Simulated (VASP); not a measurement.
Ge5H2 (Germanium), 7 atoms in the cell. The cell holds a slab with vacuum, 7 atoms: a = 4.030 Å, b = 4.030 Å, c = 23.612 Å, α = 90.00°, β = 90.00°, γ = 90.00°. 

| Property | Result |
| --- | --- |
| Program | VASP 6.6.1 |
| Task | single point |
| Functional | PBE |
| Dispersion | D3(BJ) |
| Potentials or basis | VASP PAW PBE potentials, release 64 (H, Ge_d) |
| Cutoff | 520 eV |
| k mesh | 7 × 7 × 1 |
| Occupations | gaussian, width 0.1 eV |
| Spin | no spin polarisation |
| Dipole correction | yes |
| Further INCAR settings | ALGO = Normal; EDIFF = 1e-06; NBANDS = 45 |

Potentials or basis: VASP PAW PBE potentials, release 64 (H, Ge_d).

Command:

```bash
$ cat potpaw_PBE.64/H/POTCAR potpaw_PBE.64/Ge_d/POTCAR > POTCAR
$ mpirun -np 1 vasp_std > vasp.out
```

Hardware: 1 thread of Intel Xeon 6975P-C, on a shared host.

Question: How long does it take, and how much memory?

Answer: It took 8.2 min on 1 thread of Intel Xeon 6975P-C (shared host), peak memory 0.53 GiB. Counts: scf iterations 25, k points 16.
